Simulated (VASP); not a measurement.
# Li2Rh (P-3m1) in VASP: a series of runs, part 2 of 2

VASP 6.6.1. The steps go on from the part before.

### Step 3. Single point, PBE

This run uses another cell than the first one, of 18.62 Å³/atom, 1.260 times its volume.

Input file INCAR:

```
SYSTEM = Li2Rh
  PREC = Accurate
  ENCUT = 520
  EDIFF = 1E-7
  ISMEAR = 0
  SIGMA = 0.1
  LREAL = .FALSE.
  LASPH = .TRUE.
  NELM = 100
  ALGO = Normal
  ISIF = 2
  LWAVE = .FALSE.
  LCHARG = .FALSE.
  GGA = PE
  NBANDS = 18
```

Input file KPOINTS:

```
Automatic mesh
0
G
  6 6 4
  0 0 0
```

Input file POSCAR:

```
Li2Rh
1.0
    3.0229682600      0.0000000000      0.0000000000
   -1.5114841300      2.6179673100      0.0000000000
    0.0000000000      0.0000000000      7.0585508800
Li Rh
2 1
Direct
    0.3333333300      0.6666666700      0.3273771700
    0.6666666700      0.3333333300      0.6726228300
    0.0000000000      0.0000000000      0.0000000000
```

Potentials or basis: VASP PAW PBE potentials, release 64 (Li_sv, Rh_pv).

On the command line:

```sh
$ cat potpaw_PBE.64/Li_sv/POTCAR potpaw_PBE.64/Rh_pv/POTCAR > POTCAR
$ mpirun -np 1 vasp_std > vasp.out
```

OUTCAR:

```text
SYSTEM = Li2Rh
   PREC = Accurate
   ENCUT = 520
   EDIFF = 1E-7
   ISMEAR = 0
   LREAL = .FALSE.
   LASPH = .TRUE.
   NELM = 100
   ISIF = 2
   GGA = PE

 ion  position               nearest neighbor table
   1  0.333  0.667  0.327-   3 2.90   3 2.90   3 2.90
   2  0.667  0.333  0.673-   3 2.90   3 2.90   3 2.90
   3  0.000  0.000  0.000-   1 2.90   2 2.90   2 2.90   1 2.90   2 2.90   1 2.90

  LATTYP: Found a hexagonal cell.
 ALAT       =     3.0229682600
 C/A-ratio  =     2.3349735336

  Lattice vectors:

 A1 = (   3.0229682600,   0.0000000000,   0.0000000000)
 A2 = (  -1.5114841300,   2.6179673100,   0.0000000000)
 A3 = (   0.0000000000,   0.0000000000,   7.0585508800)

Analysis of symmetry for initial positions (statically):
=====================================================================
 Subroutine PRICEL returns:
 Original cell was already a primitive cell.

 Routine SETGRP: Setting up the symmetry group for a
 hexagonal supercell.

 Subroutine GETGRP returns: Found 12 space group operations
 (whereof 12 operations were pure point group operations)
 out of a pool of 24 trial point group operations.

The static configuration has the point symmetry D_3d.

[... 162 lines left out ...]
 E-fermi :   2.6272     XC(G=0):  -8.8577

 val. band max:        2.6185193006   @ k =   0.3333   0.0000   0.2500
 cond. band min:       2.6796698972   @ k =   0.0000   0.0000   0.5000
 fundamental gap:      0.0611505966
 Fermi energy:         2.6271651424

 k-point     1 :       0.0000    0.0000    0.0000
  band No.  band energies     occupation
      1     -43.4343      2.00000
      2     -43.4237      2.00000
      3     -42.7953      2.00000
      4     -42.7953      2.00000
      5     -42.4467      2.00000
      6      -1.7292      2.00000
[... 481 lines left out ...]
      5     -42.4256      2.00000
      6       1.1170      2.00000
[... 10 lines left out ...]
     17      11.8535      0.00000
     18      11.8555      0.00000

------------------------ aborting loop because EDIFF is reached ----------------------------------------

  FORCE on cell =-STRESS in cart. coord.  units (eV):
  Direction    XX          YY          ZZ          XY          YZ          ZX
  --------------------------------------------------------------------------------------
  -------------------------------------------------------------------------------------
  Total       -4.4854548     -4.4854548     -2.5534639      0.0000000      0.0000000      0.0000000
  in kB     -128.6481993   -128.6481995    -73.2363936      0.0000000      0.0000000      0.0000000
  external PRESSURE =    -110.1775975 kB  Pullay stress =       0.0000000 kB

 VOLUME and BASIS-vectors are now :
 -----------------------------------------------------------------------------
  energy-cutoff  :      520.00
  volume of cell :       55.86
      direct lattice vectors                 reciprocal lattice vectors
     3.022968260  0.000000000  0.000000000     0.330800695  0.190987870  0.000000000
    -1.511484130  2.617967310  0.000000000     0.000000000  0.381975740  0.000000000
     0.000000000  0.000000000  7.058550880     0.000000000  0.000000000  0.141672139

 POSITION                                       TOTAL-FORCE (eV/Angst)
 -----------------------------------------------------------------------------------
     -0.00000      1.74531      2.31081        -0.000000      0.000000     -0.883775
      1.51148      0.87266      4.74774         0.000000     -0.000000      0.883775
      0.00000      0.00000      0.00000        -0.000000      0.000000      0.000000
 -----------------------------------------------------------------------------------
    total drift:                               -0.000000     -0.000000      0.000000

  FREE ENERGIE OF THE ION-ELECTRON SYSTEM (eV)
  ---------------------------------------------------
  free  energy   TOTEN  =       -10.6781510723 eV

  energy  without entropy=      -10.6550971074  energy(sigma->0) =      -10.66662409
```

OSZICAR:

```text
N       E                     dE             d eps       ncg     rms          rms(c)
DAV:   1     0.145312225280E+03    0.14531E+03   -0.11304E+04   968   0.115E+03
DAV:   2    -0.125645070830E+01   -0.14657E+03   -0.14176E+03   896   0.318E+02
DAV:   3    -0.109955846067E+02   -0.97391E+01   -0.96024E+01  1602   0.577E+01
DAV:   4    -0.111704462044E+02   -0.17486E+00   -0.17430E+00  1044   0.939E+00
DAV:   5    -0.111753522602E+02   -0.49061E-02   -0.49044E-02  1298   0.125E+00    0.542E+00
DAV:   6    -0.113700501782E+02   -0.19470E+00   -0.80845E+00   992   0.146E+01    0.579E+00
DAV:   7    -0.107061964538E+02    0.66385E+00   -0.47354E+00  1018   0.765E+00    0.137E+00
DAV:   8    -0.106785239415E+02    0.27673E-01   -0.67137E-02  1116   0.173E+00    0.336E-01
DAV:   9    -0.106780333716E+02    0.49057E-03   -0.53375E-03  1134   0.436E-01    0.172E-01
DAV:  10    -0.106782462904E+02   -0.21292E-03   -0.11095E-03  1270   0.249E-01    0.842E-02
DAV:  11    -0.106781591239E+02    0.87166E-04   -0.47323E-04  1082   0.121E-01    0.277E-02
DAV:  12    -0.106781524536E+02    0.66702E-05   -0.33164E-05  1096   0.316E-02    0.888E-03
DAV:  13    -0.106781510855E+02    0.13681E-05   -0.24315E-06  1096   0.101E-02    0.198E-03
DAV:  14    -0.106781510723E+02    0.13244E-07   -0.22161E-07   954   0.344E-03
   1 F= -.10678151E+02 E0= -.10666624E+02  d E =-.230540E-01
```

stdout:

```text
POSCAR found type information on POSCAR LiRh
 POSCAR found :  2 types and       3 ions
 scaLAPACK will be used
 LDA part: xc-table for (Slater+PW92), standard interpolation
 POSCAR, INCAR and KPOINTS ok, starting setup
 FFT: planning ... GRIDC
 FFT: planning ... GRID_SOFT
 FFT: planning ... GRID
 WAVECAR not read
 entering main loop
```

Wall time 15 s (1 thread of AMD EPYC 9R45 (Zen 5), shared host); peak memory 0.15 GiB.

Results:

| Item | Value |
| --- | --- |
| Free energy | -10.6782 eV |
| Largest force | 0.884 eV/Å |

Forces in eV/Å, atoms in the order of the input:
```
Li   0.000  0.000 -0.884
Li   0.000  0.000  0.884
Rh   0.000  0.000  0.000
```

Caveat: the k points lie up to 0.40 Å⁻¹ apart; the cutoff is under 1.25 times the usual one of these potentials, so pressure, stress and relaxed cells hold a basis-set (Pulay) error.
